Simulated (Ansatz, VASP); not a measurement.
C in VASP and in Ansatz

POSCAR

```
C
1.0
    1.2159619696     -2.1479622876      0.0091232276
    1.2232502972      2.1521701653     -0.0413730204
   -0.0941886657     -0.0851463517      7.1476530721
C
4
Direct
    0.1034933285      0.9456230676      0.7488005552
    0.5908149738      0.4138432831      0.2394105085
    0.9242568809      0.0859987362      0.2421136921
    0.4285181549      0.5893271320      0.7486182121
```

The input INCAR.step1:

```
SYSTEM = C
ALGO = Normal
EDIFF = 1E-4
ENCUT = 520
GGA = PE
ISMEAR = 0
LASPH = .True.
LCHARG = .False.
LREAL = .False.
LWAVE = .True.
NBANDS = 16
NELM = 80
PREC = Accurate
SIGMA = 0.1
```

Contents of INCAR.step2:

```
SYSTEM = C
ALGO = Normal
EDIFF = 1E-6
ENCUT = 520
ISIF = 2
ISMEAR = 0
ISTART = 1
LASPH = .True.
LCHARG = .False.
LMIXTAU = .True.
LREAL = .False.
LWAVE = .False.
METAGGA = R2SCAN
NBANDS = 16
NELM = 80
PREC = Accurate
SIGMA = 0.1
```

The input KPOINTS:

```
k-points
0
Gamma
  1 1 1
  0 0 0
```

Input for Ansatz:

```yaml
crystal:
  lattice:
    - [1.2159619696, -2.1479622876, 0.0091232276]
    - [1.2232502972, 2.1521701653, -0.0413730204]
    - [-0.0941886657, -0.0851463517, 7.1476530721]
  atoms:
    - { symbol: C, position: [0.1034933285, 0.9456230676, 0.7488005552] }
    - { symbol: C, position: [0.5908149738, 0.4138432831, 0.2394105085] }
    - { symbol: C, position: [0.9242568809, 0.0859987362, 0.2421136921] }
    - { symbol: C, position: [0.4285181549, 0.589327132, 0.7486182121] }
basis:
  ecutwfc: 500
kpoints:
  mp_grid: { grid: [1, 1, 1] }
hamiltonian:
  xc: r2scan
scf:
  occupations: { method: gaussian, width: 0.1 }
output:
  forces: true
  stress: true
  eigenvalues: true
```

Change from the starting cell: kmesh displaced: [1, 1, 1] Gamma-centred.

Alike in both runs: task single point; functional r2SCAN; k mesh 1 × 1 × 1; occupations gaussian, width 0.1 eV; no spin polarisation.

```csv
,VASP,Ansatz
version,VASP 6.6.1,Ansatz 0.2.0
potentials or method,"VASP PAW PBE potentials, release 64 (C), cutoff 520 eV","scalar-relativistic, plane waves, PAW"
valence electrons in the cell,16,16
```

```csv
,VASP,Ansatz,Ansatz less VASP
gap on the k mesh at the Fermi level (eV),5.84,5.83,-0.008
least direct gap on the mesh (eV),5.84,5.83,-0.008
pressure (GPa),22.5,20.9,-1.58
"traceless stress, the component that is largest in VASP (GPa)",-11.34,-9.83,+1.503
rms of the force components (eV/Å),2.590,2.583,-0.0074
```

VASP's potentials were made for PBE, not for r2SCAN. Atom by atom the forces differ by 0.011 eV/Å (rms over components).

The k mesh is coarse, so the values compare programs but aren't converged.
